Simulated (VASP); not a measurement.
# Li3Si2 (C2/m) in VASP: single point with PBE

Aim: the single point of Li3Si2 with PBE.

Program: VASP 6.6.1. These are calculated values, not measurements. Logs are shortened: lines on timing, memory, paths and dates and some standing lists are left out, and cuts for length are marked.

### 1 The cell of the first run

It takes space group C2/m (No. 12, monoclinic). The conventional cell has a = 8.755 Å, b = 3.751 Å, c = 5.156 Å, α = 90.00°, β = 97.10°, γ = 90.00°. Li (site symmetry 2/m) has 6 Si at 2.63 to 2.70 Å and 4 Li at 2.78 Å within 3.5 Å. Within 3.5 Å of Li (site symmetry m) lie 5 Si at 2.63 to 2.98 Å and 5 Li at 2.78 to 3.05 Å. Within 3.2 Å of Si (site symmetry m) lie 2 Si at 2.40 Å and 8 Li at 2.63 to 2.98 Å.

### 2 Single point, PBE

Input file INCAR:

```
SYSTEM = Li3Si2
  PREC = Accurate
  ENCUT = 520
  EDIFF = 1E-6
  ISMEAR = 0
  SIGMA = 0.1
  LREAL = .FALSE.
  LASPH = .TRUE.
  NELM = 100
  ALGO = Fast
  ISIF = 2
  LWAVE = .FALSE.
  LCHARG = .FALSE.
  GGA = PE
  NBANDS = 16
```

Input file KPOINTS:

```
regular mesh
0
G
  12 12 8
  0 0 0
```

Input file POSCAR:

```
Li3Si2
1.0
    4.3773156451     -1.8754796715      0.0074925352
    4.3773156451      1.8754796715      0.0074925352
   -0.6457876043      0.0000000000      5.1156677076
Li Si
3 2
Direct
    0.0000000000      0.0000000000      0.0000000000
    0.3707289613      0.3707289613      0.6400756902
    0.6292710387      0.6292710387      0.3599243098
    0.3003821416      0.3003821416      0.1284394156
    0.6996178584      0.6996178584      0.8715605844
```

Potentials or basis: VASP PAW PBE potentials, release 64 (Li_sv, Si).

Command:

```sh
$ cat potpaw_PBE.64/Li_sv/POTCAR potpaw_PBE.64/Si/POTCAR > POTCAR
$ mpirun -np 1 vasp_std > vasp.out
```

OUTCAR:

```text
SYSTEM = Li3Si2
   PREC = Accurate
   ENCUT = 520
   EDIFF = 1E-6
   ISMEAR = 0
   LREAL = .FALSE.
   LASPH = .TRUE.
   NELM = 100
   ISIF = 2
   GGA = PE

 ion  position               nearest neighbor table
   1  0.000  0.000  0.000-   4 2.63   5 2.63   5 2.70   5 2.70   4 2.70   4 2.70
   2  0.371  0.371  0.640-   4 2.63   4 2.67   5 2.76   5 2.76
   3  0.629  0.629  0.360-   5 2.63   5 2.67   4 2.76   4 2.76
   4  0.300  0.300  0.128-   5 2.40   5 2.40   1 2.63   2 2.63   2 2.67   1 2.70   1 2.70   3 2.76
                             3 2.76
   5  0.700  0.700  0.872-   4 2.40   4 2.40   1 2.63   3 2.63   3 2.67   1 2.70   1 2.70   2 2.76
                             2 2.76

  LATTYP: Found a base centered monoclinic cell.
 ALAT       =     8.7546441150
 B/A-ratio  =     0.4284536634
 C/A-ratio  =     0.5889751476
 COS(beta)  =    -0.1235448471

  Lattice vectors:

 A1 = (   4.3773156451,  -1.8754796715,   0.0074925352)
 A2 = (   4.3773156451,   1.8754796715,   0.0074925352)
 A3 = (  -0.6457876043,   0.0000000000,   5.1156677076)

Analysis of symmetry for initial positions (statically):
=====================================================================
 Subroutine PRICEL returns:
 Original cell was already a primitive cell.

 Routine SETGRP: Setting up the symmetry group for a
 base centered monoclinic supercell.

 Subroutine GETGRP returns: Found  4 space group operations
 (whereof  4 operations were pure point group operations)
 out of a pool of  4 trial point group operations.

The static configuration has the point symmetry C_2h.

Analysis of symmetry for dynamics (positions and initial velocities):
=====================================================================
 Subroutine PRICEL returns:
 Original cell was already a primitive cell.

 Routine SETGRP: Setting up the symmetry group for a
 base centered monoclinic supercell.

 Subroutine GETGRP returns: Found  4 space group operations
 (whereof  4 operations were pure point group operations)
 out of a pool of  4 trial point group operations.

The dynamic configuration has the point symmetry C_2h.

 Subroutine INISYM returns: Found  4 space group operations
 (whereof  4 operations are pure point group operations),
 and found     1 'primitive' translations

----------------------------------------------------------------------------------------

                                     Primitive cell

  volume of cell :      84.0130

  direct lattice vectors                    reciprocal lattice vectors
     4.377315645 -1.875479671  0.007492535     0.114200580 -0.266598464  0.014416362
     4.377315645  1.875479671  0.007492535     0.114200580  0.266598464  0.014416362
    -0.645787604  0.000000000  5.115667708    -0.000334522  0.000000000  0.195435675

  length of vectors
     4.762181474  4.762181474  5.156267810     0.290386544  0.290386544  0.195435961

  position of ions in fractional coordinates (direct lattice)
     0.000000000  0.000000000  0.000000000
     0.370728961  0.370728961  0.640075690
     0.629271039  0.629271039  0.359924310
     0.300382142  0.300382142  0.128439416
     0.699617858  0.699617858  0.871560584

  ion indices of the primitive-cell ions
   primitive index   ion index
                 1           1
                 2           2
                 3           3
                 4           4
                 5           5

----------------------------------------------------------------------------------------

 KPOINTS: regular mesh

Automatic generation of k-mesh.
 Grid dimensions read from file:
 generate k-points for:   12   12    8

 Generating k-lattice:

  Cartesian coordinates                     Fractional coordinates (reciprocal lattice)
     0.009516715 -0.022216539  0.001201364     0.083333333 -0.000000000  0.000000000
     0.009516715  0.022216539  0.001201364    -0.000000000  0.083333333  0.000000000
    -0.000041815  0.000000000  0.024429459     0.000000000  0.000000000  0.125000000

  Length of vectors
     0.024198879  0.024198879  0.024429495

  Shift w.r.t. Gamma in fractional coordinates (k-lattice)
     0.000000000  0.000000000  0.000000000

 Subroutine IBZKPT returns following result:
 ===========================================

 Found    320 irreducible k-points:

 Following reciprocal coordinates:
            Coordinates               Weight
  0.000000  0.000000  0.000000      1.000000
  0.083333  0.000000 -0.000000      4.000000
  0.166667  0.000000 -0.000000      4.000000
  0.250000 -0.000000 -0.000000      4.000000
  0.333333  0.000000 -0.000000      4.000000
  0.416667 -0.000000 -0.000000      4.000000
[... 16 lines left out ...]
  0.500000  0.166667 -0.000000      4.000000
 -0.416667  0.166667  0.000000      4.000000
 [... further k-points ...]
   k-points           NKPTS =    320   k-points in BZ     NKDIM =    320   number of bands    NBANDS=     16
   number of dos      NEDOS =    301   number of ions     NIONS =      5
   total plane-waves  NPLWV =  51840
   dimension x,y,z NGX =    36 NGY =   36 NGZ =   40
   dimension x,y,z NGXF=    72 NGYF=   72 NGZF=   80
   ions per type =               3   2
   NGX,Y,Z   is equivalent  to a cutoff of  12.57, 12.57, 12.90 a.u.
   NGXF,Y,Z  is equivalent  to a cutoff of  25.13, 25.13, 25.79 a.u.
 SYSTEM =  Li3Si2
   PREC   = accura    normal or accurate (medium, high low for compatibility)
   ISTART =      0    job   : 0-new  1-cont  2-samecut
   ICHARG =      2    charge: 1-file 2-atom 10-const
   ISPIN  =      1    spin polarized calculation?
   LNONCOLLINEAR =      F non collinear calculations
   LSORBIT =      F    spin-orbit coupling
   LASPH  =      T    aspherical Exc in radial PAW
   ENCUT  =  520.0 eV  38.22 Ry    6.18 a.u.   8.85  8.85  9.59*2*pi/ulx,y,z
   NELM   =    100;   NELMIN=  2; NELMDL= -5     # of ELM steps
   EDIFF  = 0.1E-05   stopping-criterion for ELM
   LREAL  =      F    real-space projection
   EDIFFG = 0.1E-04   stopping-criterion for IOM
   NSW    =      0    number of steps for IOM
   IBRION =     -1    ionic relax: 0-MD 1-quasi-New 2-CG
   NFREE  =      0    steps in history (QN), initial steepest desc. (CG)
   ISIF   =      2    stress and relaxation
   ISYM   =      2    0-nonsym 1-usesym 2-fastsym
   POTIM  = 0.5000    time-step for ionic-motion
   TEBEG  =    0.0;   TEEND  =   0.0 temperature during run
   PSTRESS=    0.0 pullay stress
   NELECT =      17.0000    total number of electrons
   NUPDOWN=      -1.0000    fix difference up-down
   EMIN   =  10.00;   EMAX   =-10.00  energy-range for DOS
   EFERMI =   0.00;   METHOD = LEGACY
   ISMEAR =     0;   SIGMA  =   0.10  broadening in eV -4-tet -1-fermi 0-gaus
   EFERMI_NEDOS =   21; number of points for ismear=-14 and -15
   IALGO  =     68    algorithm
   IMIX   =      4    mixing-type and parameters
     AMIX     =   0.40;   BMIX     =  1.00
     AMIX_MAG =   1.60;   BMIX_MAG =  1.00
  volume/ion in A,a.u.               =      16.80       113.39
  Fermi-wavevector in a.u.,A,eV,Ry     =   0.961116  1.816245 12.568292  0.923743
  Thomas-Fermi vector in A             =   2.090459
   LORBIT       =      0    0 simple, 1 ext, 2 COOP (PROOUT), +10 PAW based schemes
   GGA     = PE    functional components
   LHFCALC =     F    Hartree Fock is set to
   AEXX    =    0.0000 exact exchange contribution
   IVDW    =     0    specifies the selected vdW correction
   LEPSILON=     F    determine dielectric tensor
   LRPA    =     F    only Hartree local field effects (RPA)
 non-spin polarized calculation
 RMM-DIIS sequential band-by-band and
 Gauss-broadening in eV      SIGMA  =   0.10
  energy-cutoff  :      520.00
  volume of cell :       84.01
 maximum number of plane-waves:      2279
   NGX = 17   NGY = 17   NGZ = 19

 number of electron      17.0000005 magnetization

 Free energy of the ion-electron system (eV)
  ---------------------------------------------------
  ext. energy  EPLUGINS =         0.00000000
  ---------------------------------------------------
  free energy    TOTEN  =       -17.63166852 eV

  energy without entropy =      -17.62707823  energy(sigma->0) =      -17.62937338

 E-fermi :   3.6167     XC(G=0):  -8.5858

 val. band max:        3.5923690468   @ k =   0.4167   0.0833   0.2500
 cond. band min:       3.6179913686   @ k =  -0.2500   0.5000   0.2500
 fundamental gap:      0.0256223217
 Fermi energy:         3.6167372230

 k-point     1 :       0.0000    0.0000    0.0000
  band No.  band energies     occupation
      1     -42.5405      2.00000
      2     -42.5240      2.00000
      3     -42.4759      2.00000
      4      -6.5486      2.00000
      5      -0.9379      2.00000
      6       1.3559      2.00000
[... 8 lines left out ...]
     15       9.3980      0.00000
     16      10.1674      0.00000

 k-point     2 :       0.0833    0.0000   -0.0000
  band No.  band energies     occupation
      1     -42.5401      2.00000
      2     -42.5242      2.00000
      3     -42.4760      2.00000
      4      -6.4788      2.00000
      5      -0.9336      2.00000
      6       1.2731      2.00000
[... 8 lines left out ...]
     15       8.9324      0.00000
     16      10.1800      0.00000

 k-point     3 :       0.1667    0.0000   -0.0000
  band No.  band energies     occupation
      1     -42.5390      2.00000
      2     -42.5246      2.00000
      3     -42.4764      2.00000
      4      -6.2698      2.00000
      5      -1.0026      2.00000
      6       0.9715      2.00000
[... 8 lines left out ...]
     15       9.1200      0.00000
     16       9.4057      0.00000

 k-point     4 :       0.2500   -0.0000   -0.0000
  band No.  band energies     occupation
      1     -42.5375      2.00000
      2     -42.5252      2.00000
      3     -42.4769      2.00000
      4      -5.9223      2.00000
      5      -1.4399      2.00000
      6       0.4966      2.00000
[... 8 lines left out ...]
     15       9.3563      0.00000
     16       9.6172      0.00000

 k-point     5 :       0.3333    0.0000   -0.0000
  band No.  band energies     occupation
      1     -42.5359      2.00000
      2     -42.5259      2.00000
      3     -42.4775      2.00000
      4      -5.4389      2.00000
      5      -2.2798      2.00000
      6       0.5492      2.00000
[... 8 lines left out ...]
     15       9.7118      0.00000
     16      10.2360      0.00000

 k-point     6 :       0.4167   -0.0000   -0.0000
  band No.  band energies     occupation
      1     -42.5345      2.00000
      2     -42.5265      2.00000
      3     -42.4779      2.00000
      4      -4.8266      2.00000
      5      -3.1939      2.00000
      6       0.7794      2.00000
[... 8 lines left out ...]
     15       9.4099      0.00000
     16       9.9535      0.00000
[... 267 lines left out ...]
 k-point    21 :       0.3333    0.1667   -0.0000
  band No.  band energies     occupation
      1     -42.5373      2.00000
      2     -42.5264      2.00000
      3     -42.4764      2.00000
      4      -6.1513      2.00000
      5      -1.2787      2.00000
      6       0.4320      2.00000
[... 8 lines left out ...]
     15       9.1725      0.00000
     16      10.9714      0.00000

 k-point    22 :       0.4167    0.1667   -0.0000
  band No.  band energies     occupation
      1     -42.5357      2.00000
      2     -42.5270      2.00000
      3     -42.4769      2.00000
      4      -5.7808      2.00000
      5      -1.7277      2.00000
      6       0.0929      2.00000
[... 8 lines left out ...]
     15       9.6159      0.00000
     16      10.3789      0.00000

 k-point    23 :       0.5000    0.1667   -0.0000
  band No.  band energies     occupation
      1     -42.5343      2.00000
      2     -42.5274      2.00000
      3     -42.4775      2.00000
      4      -5.2784      2.00000
      5      -2.5265      2.00000
      6       0.0663      2.00000
[... 8 lines left out ...]
     15       9.1751      0.00000
     16      11.2932      0.00000

 k-point    24 :      -0.4167    0.1667    0.0000
  band No.  band energies     occupation
      1     -42.5337      2.00000
      2     -42.5273      2.00000
      3     -42.4779      2.00000
      4      -4.6518      2.00000
      5      -3.4013      2.00000
      6       0.3139      2.00000
[... 8 lines left out ...]
     15       9.3546      0.00000
     16      11.3484      0.00000

 [... further k-points ...]

------------------------ aborting loop because EDIFF is reached ----------------------------------------

  FORCE on cell =-STRESS in cart. coord.  units (eV):
  Direction    XX          YY          ZZ          XY          YZ          ZX
  --------------------------------------------------------------------------------------
  -------------------------------------------------------------------------------------
  Total       -0.0323780     -0.0451472     -0.0372626      0.0000000      0.0000000     -0.0013261
  in kB       -0.6174673     -0.8609838     -0.7106194      0.0000000      0.0000000     -0.0252900
  external PRESSURE =      -0.7296902 kB  Pullay stress =       0.0000000 kB

 VOLUME and BASIS-vectors are now :
 -----------------------------------------------------------------------------
  energy-cutoff  :      520.00
  volume of cell :       84.01
      direct lattice vectors                 reciprocal lattice vectors
     4.377315645 -1.875479671  0.007492535     0.114200580 -0.266598464  0.014416362
     4.377315645  1.875479671  0.007492535     0.114200580  0.266598464  0.014416362
    -0.645787604  0.000000000  5.115667708    -0.000334522  0.000000000  0.195435675

 POSITION                                       TOTAL-FORCE (eV/Angst)
 -----------------------------------------------------------------------------------
      0.00000      0.00000      0.00000         0.000000      0.000000      0.000000
      2.83224      0.00000      3.27997        -0.000264      0.000000      0.002217
      5.27660      0.00000      1.85068         0.000264      0.000000     -0.002217
      2.54679      0.00000      0.66155        -0.004239      0.000000     -0.009225
      5.56205      0.00000      4.46910         0.004239      0.000000      0.009225
 -----------------------------------------------------------------------------------
    total drift:                               -0.000000     -0.000000     -0.000000

  FREE ENERGIE OF THE ION-ELECTRON SYSTEM (eV)
  ---------------------------------------------------
  free  energy   TOTEN  =       -17.6316685241 eV

  energy  without entropy=      -17.6270782275  energy(sigma->0) =      -17.62937338
```

It took 5.5 min on 1 thread of Intel Xeon 6975P-C (Granite Rapids), shared host; peak memory 0.46 GiB.

What came out:

```
Free energy            : -17.6317 eV
Largest force          : 0.010 eV/Å
Band gap on the k mesh : zero (an odd number of electrons rules out a gap without spin polarisation)
```

Forces on the atoms (eV/Å):
```
Li   0.000  0.000  0.000
Li   0.000  0.000  0.002
Li   0.000  0.000 -0.002
Si  -0.004  0.000 -0.009
Si   0.004  0.000  0.009
```

Levels at points of the mesh, in eV from the Fermi level:
```
           k point  band 5  band 6  band 7  band 8  band 9  band 10  band 11  band 12
(0.00, 0.00, 0.00)   -4.55   -2.26   -2.22   -1.13   -0.47     1.87     3.34     3.95
(0.50, 0.00, 0.00)   -7.52   -2.72   -1.99   -1.82   -0.91     1.89     1.91     3.27
(0.50, 0.50, 0.00)   -5.38   -3.35   -1.60   -1.52    0.14     1.00     3.02     4.82
(0.00, 0.00, 0.50)   -5.74   -2.38   -0.99   -0.37    1.27     1.90     2.17     3.63
(0.50, 0.00, 0.50)   -7.44   -2.87   -2.80   -2.25   -0.78     1.69     2.14     5.29
(0.50, 0.50, 0.50)   -5.45   -4.04   -2.14   -1.41    1.80     1.89     3.16     4.93
```

Caveat: the cutoff is under 1.25 times the usual one of these potentials, so pressure, stress and relaxed cells hold a basis-set (Pulay) error.
